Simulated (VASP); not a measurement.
# CoO (R-3m) in VASP: a series of runs, part 2 of 2

VASP 6.6.1.

### 4 Single point, PBEsol, collinear spin, ferromagnetic start (8.69 Å³/atom)

This run uses another cell than the first one, of 8.69 Å³/atom.

File INCAR:

```
SYSTEM = CoO
ALGO     = Normal         ! electronic algorithm
EDIFF    = 1E-7           ! SCF threshold, eV
ENCUT    = 520            ! plane-wave cutoff, eV
GGA      = PS             ! functional
ISIF     = 2              ! what is computed and relaxed
ISMEAR   = 0              ! smearing method
ISPIN    = 2              ! spin polarisation
LASPH    = .True.         ! aspherical terms in the spheres
LCHARG   = .False.        ! write CHGCAR
LMAXMIX  = 4              ! l up to which the mixer works
LORBIT   = 11             ! projections on sites
LREAL    = .False.        ! projectors in reciprocal space
LWAVE    = .False.        ! write WAVECAR
MAGMOM   = 2.55 0.32      ! initial moments
NBANDS   = 18             ! bands
NELM     = 150            ! most SCF steps
PREC     = Accurate       ! precision mode
SIGMA    = 0.1            ! smearing width, eV
```

File KPOINTS:

```
k-points
0
Gamma
  18 18 18
  0 0 0
```

File POSCAR:

```
CoO
1.0
    1.5190141122      0.8770032066      2.1739516707
   -1.5190141122      0.8770032066      2.1739516707
    0.0000000000     -1.7540064131      2.1739516707
Co O
1 1
Direct
    0.0000000000      0.0000000000      0.0000000000
    0.5000000000      0.5000000000      0.5000000000
```

Potentials or basis: VASP PAW PBE potentials, release 64 (Co, O).

Started as:

```bash
cat potpaw_PBE.64/Co/POTCAR potpaw_PBE.64/O/POTCAR > POTCAR
mpirun -np 1 vasp_std > vasp.out
```

OUTCAR:

```text
SYSTEM = CoO
   EDIFF = 1E-7
   ENCUT = 520
   GGA = PS
   ISIF = 2
   ISMEAR = 0
   ISPIN = 2
   LASPH = .True.
   LORBIT = 11
   LREAL = .False.
   NELM = 150
   PREC = Accurate

 ion  position               nearest neighbor table
   1  0.000  0.000  0.000-   2 2.06   2 2.06   2 2.06   2 2.06   2 2.06   2 2.06
   2  0.500  0.500  0.500-   1 2.06   1 2.06   1 2.06   1 2.06   1 2.06   1 2.06

  LATTYP: Found a trigonal (rhomboedric) cell.
 ALAT       =     2.7933142258
 COS(alpha) =     0.4085554604

  Lattice vectors:

 A1 = (   1.5190141122,   0.8770032066,   2.1739516707)
[... 1224 lines left out ...]

 VOLUME and BASIS-vectors are now :
 -----------------------------------------------------------------------------
  energy-cutoff  :      520.00
  volume of cell :       17.38
      direct lattice vectors                 reciprocal lattice vectors
     1.519014112  0.877003207  2.173951671     0.329160866  0.190041114  0.153330609
    -1.519014112  0.877003207  2.173951671    -0.329160866  0.190041114  0.153330609
     0.000000000 -1.754006413  2.173951671     0.000000000 -0.380082229  0.153330609

 POSITION                                       TOTAL-FORCE (eV/Angst)
 -----------------------------------------------------------------------------------
      0.00000      0.00000      0.00000         0.000000     -0.000000     -0.000000
      0.00000      0.00000      3.26093         0.000000      0.000000      0.000000
 -----------------------------------------------------------------------------------
    total drift:                               -0.000000      0.000000     -0.000000

  FREE ENERGIE OF THE ION-ELECTRON SYSTEM (eV)
  ---------------------------------------------------
  free  energy   TOTEN  =       -14.0067197627 eV

  energy  without entropy=      -13.9914681762  energy(sigma->0) =      -13.99909397

 total charge

# of ion       s       p       d       tot
------------------------------------------
    1        0.329   0.432   7.249   8.011
    2        1.555   3.432   0.000   4.987
--------------------------------------------------
tot          1.884   3.864   7.249  12.998

 magnetization (x)

# of ion       s       p       d       tot
------------------------------------------
    1        0.019   0.019   2.220   2.259
    2        0.031   0.204   0.000   0.235
--------------------------------------------------
tot          0.050   0.223   2.220   2.494
```

OSZICAR:

```text
N       E                     dE             d eps       ncg     rms          rms(c)
DAV:   1     0.754321107239E+02    0.75432E+02   -0.66304E+03 43874   0.981E+02
DAV:   2    -0.118948370564E+02   -0.87327E+02   -0.75469E+02 44190   0.225E+02
DAV:   3    -0.163591532776E+02   -0.44643E+01   -0.43372E+01 49174   0.539E+01
DAV:   4    -0.164027582490E+02   -0.43605E-01   -0.43576E-01 48668   0.504E+00
DAV:   5    -0.164036838352E+02   -0.92559E-03   -0.92547E-03 51048   0.727E-01    0.170E+01
DAV:   6    -0.150666493169E+02    0.13370E+01   -0.13152E+01 52276   0.606E+01    0.183E+01
DAV:   7    -0.140857820552E+02    0.98087E+00   -0.47992E+00 51586   0.433E+01    0.762E+00
DAV:   8    -0.140135650714E+02    0.72217E-01   -0.31704E-01 58566   0.762E+00    0.380E+00
DAV:   9    -0.140093604512E+02    0.42046E-02   -0.35441E-02 65184   0.275E+00    0.952E-01
DAV:  10    -0.140066381516E+02    0.27223E-02   -0.11834E-02 58280   0.171E+00    0.248E-01
DAV:  11    -0.140066983480E+02   -0.60196E-04   -0.11845E-03 53514   0.452E-01    0.633E-02
DAV:  12    -0.140067230886E+02   -0.24741E-04   -0.14576E-04 58360   0.102E-01    0.523E-02
DAV:  13    -0.140067197363E+02    0.33523E-05   -0.55020E-06 60948   0.287E-02    0.194E-02
DAV:  14    -0.140067198388E+02   -0.10253E-06   -0.96165E-06 54130   0.342E-02    0.119E-02
DAV:  15    -0.140067198540E+02   -0.15219E-07   -0.14621E-06 48586   0.753E-03    0.515E-03
DAV:  16    -0.140067197292E+02    0.12481E-06   -0.90692E-07 29646   0.631E-03    0.187E-03
DAV:  17    -0.140067197627E+02   -0.33525E-07   -0.33965E-08 23772   0.251E-03
   1 F= -.14006720E+02 E0= -.13999094E+02  d E =-.152516E-01  mag=     2.5344
```

stdout:

```text
POSCAR found type information on POSCAR CoO
 POSCAR found :  2 types and       2 ions
 scaLAPACK will be used
 -----------------------------------------------------------------------------
|                                                                             |
|                                                                             |
|     You enforced a specific xc type in the INCAR file but a different       |
|     I HOPE YOU KNOW WHAT YOU ARE DOING!                                     |
|                                                                             |
 -----------------------------------------------------------------------------

 LDA part: xc-table for (Slater+PW92), standard interpolation
 POSCAR, INCAR and KPOINTS ok, starting setup
 FFT: planning ... GRIDC
 FFT: planning ... GRID_SOFT
 FFT: planning ... GRID
 WAVECAR not read
 entering main loop
```

Run time: 12 min. Hardware: 1 thread of Oxide Virtual Turin-like, shared host; peak memory 0.34 GiB.

What came out:

* Free energy: -14.0067 eV
* Pressure: 4.3 GPa
* Net moment: 2.53 μB per cell
* Site moments: Co +2.26; O +0.23 μB
* Valence electrons inside the program's atomic spheres: Co 8.01; O 4.99

Caveat: the cell stands under pressure; the PAW data sets were made with another functional, which shifts forces and pressure a little; a cell with one magnetic atom can't hold antiferromagnetic order, which such compounds often take; semilocal functionals often make such compounds metallic where correlation or magnetic order opens a gap, which also shifts bond lengths. With open d or f shells a metallic result of PBEsol can be an artefact of self-interaction; +U or a hybrid may open a gap.

### 5 The runs side by side

```tsv
task	cell	cutoff (eV)	gap on the mesh (eV)	pressure (GPa)	moment (μB)
relaxation of shape and atoms at fixed volume	relaxed from a = 2.685 Å, angles 67.1°, 2 atoms	600	none	26.0	2.07
single point	a = 2.754 Å, angles 66.5°, 2 atoms	520	none	10.7	2.42
single point	a = 2.793 Å, angles 65.9°, 2 atoms	520	none	4.3	2.53
```

Alike in all rows: level PBEsol; potentials or basis VASP PAW PBE potentials, release 64 (Co, O); spin collinear, ferromagnetic start; k mesh 18 × 18 × 18; smearing gaussian 0.1 eV.

Caveats: the PAW data sets were made with another functional, which shifts forces and pressure a little; a cell with one magnetic atom can't hold antiferromagnetic order, which such compounds often take; semilocal functionals often make such compounds metallic where correlation or magnetic order opens a gap, which also shifts bond lengths; the cell stands under pressure (at least some runs).

Total energies depend on the potentials used, so only differences within one code and one set of settings carry meaning.
